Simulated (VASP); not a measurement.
ZrS2:

```
Zr S
1.0
     3.69138    0.00000    0.00000
    -1.84569    3.19683    0.00000
     0.00000    0.00000    6.04108
Zr S
1 2
Direct
  0.00000 0.00000 0.00000
  0.66667 0.33333 0.76209
  0.33333 0.66667 0.23791
```

Base run:

| Item | Value |
| --- | --- |
| Program | VASP 6.6.1 |
| Functional | PBE |
| Potentials or basis | VASP PAW PBE potentials, release 64 (Zr_sv, S) |
| Cutoff | 500 eV |
| k mesh | 6 × 6 × 4 |
| Occupations | gaussian, width 0.1 eV |
| Spin | no spin polarisation |

Its results: band gap on the k mesh 1.07 eV (least direct gap 1.64 eV); pressure 0.5 GPa; largest force 0.045 eV/Å.

Task: After a change of settings the same cell gave: band gap on the k mesh 1.10 eV (least direct gap 1.63 eV); pressure 4.3 GPa; largest force 0.284 eV/Å. Which change was it?
A. occupations from gaussian, width 0.1 eV to methfessel-paxton, width 0.1 eV
B. functional from PBE to PBEsol; dispersion from none to D3(BJ)
C. functional from PBE to BLYP
D. occupations from gaussian, width 0.1 eV to tetrahedron

Result: C.

BLYP binds less tightly than PBE, so the same cell stands under more pressure.

Caveats: this functional lacks dispersion, which binds the layers, so the pressure and a relaxed spacing across them are unreliable; the cell stands under pressure (at least some runs); the PAW data sets were made with another functional, which shifts forces and pressure a little (at least some runs).
